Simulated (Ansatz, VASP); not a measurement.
# Te: VASP beside Ansatz

```
Te
1.0
     3.18613    0.00000    0.00000
     0.00000    3.18984    0.00000
     0.00000    0.00000    3.22566
Te
1
Direct
  0.50000 0.50000 0.50000
```

Change from the starting cell: the structure that the rattled cell fell into.

Alike in both runs: functional PBE; k mesh 18 × 18 × 16; occupations gaussian, width 0.1 eV; no spin polarisation.

Ansatz relaxed the structure, and its values are those at the end. VASP's run is a single point on that final structure, the one shown.

|  | VASP | Ansatz |
| --- | --- | --- |
| version | VASP 6.6.1 | Ansatz 0.2.0 |
| potentials or method | VASP PAW PBE potentials, release 64 (Te), cutoff 520 eV | scalar-relativistic, plane waves, PAW |
| valence electrons in the cell | 6 | 16 |

|  | VASP | Ansatz | Ansatz less VASP |
| --- | --- | --- | --- |
| gap on the k mesh at the Fermi level (eV) | none | none | - |
| pressure (GPa) | 0.0 | 0.0 | +0.04 |

A gap of «none» marks a metal or a gap that the smearing closes. With one functional, cell and mesh, what is left measures potentials, basis and numerics. VASP's potentials hold 6 valence electrons a cell and Ansatz's 16, so a difference there can come from the potentials and not from the codes.

Spin-orbit coupling is off throughout.
